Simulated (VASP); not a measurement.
Write the native input for VASP 6.6.1 that does the following.

```
Task                   : single point
Functional             : LDA
Potentials or basis    : VASP PAW LDA potentials, release 64 (W_sv)
Cutoff                 : 520 eV
k mesh                 : 14 × 14 × 14
Occupations            : fermi-dirac, width 0.1 eV
Spin                   : no spin polarisation
Dipole correction      : no
Further INCAR settings : ALGO = Normal; EDIFF = 1e-06; NBANDS = 13
```

The structure of W lies in POSCAR:

```
W
1.0
    2.5576929354      0.0000000000      0.0000000000
    0.0000000000      2.5576929354      0.0000000000
    0.0000000000      0.0000000000      2.5576929354
W
1
Direct
    0.0000000000      0.0000000000      0.0000000000
```

This cell differs from its parent crystal: volume scaled by 0.96.

One way to write it, as run:

INCAR

```
SYSTEM = W
PREC     = Accurate       ! precision mode
ENCUT    = 520            ! plane-wave cutoff, eV
EDIFF    = 1E-6           ! SCF threshold, eV
ISMEAR   = -1             ! smearing method
SIGMA    = 0.1            ! smearing width, eV
LREAL    = .False.        ! projectors in reciprocal space
LASPH    = .True.         ! aspherical terms in the spheres
NELM     = 100            ! most SCF steps
ALGO     = Normal         ! electronic algorithm
ISIF     = 2              ! what is computed and relaxed
LWAVE    = .False.        ! write WAVECAR
LCHARG   = .False.        ! write CHGCAR
GGA      = CA             ! functional
NBANDS   = 13             ! bands
```

KPOINTS

```
Automatic mesh
0
Gamma
  14 14 14
  0 0 0
```

Potentials or basis: VASP PAW LDA potentials, release 64 (W_sv).

The run is started by

```sh
$ cat potpaw_LDA.64/W_sv/POTCAR > POTCAR
$ mpirun -np 1 vasp_std > vasp.out
```

It gave:

- Pressure: 12.1 GPa
- Band gap on the k mesh: zero (band 7 reaches 12.50 eV, above the bottom of band 8 at 9.59 eV)

Caveat: spin-orbit coupling is left out, which moves the levels of the heavy elements.

Run time: 6.6 s on 1 thread of Intel(R) Xeon(R) 6975P-C (Granite Rapids) (shared host), peak memory 0.13 GiB.
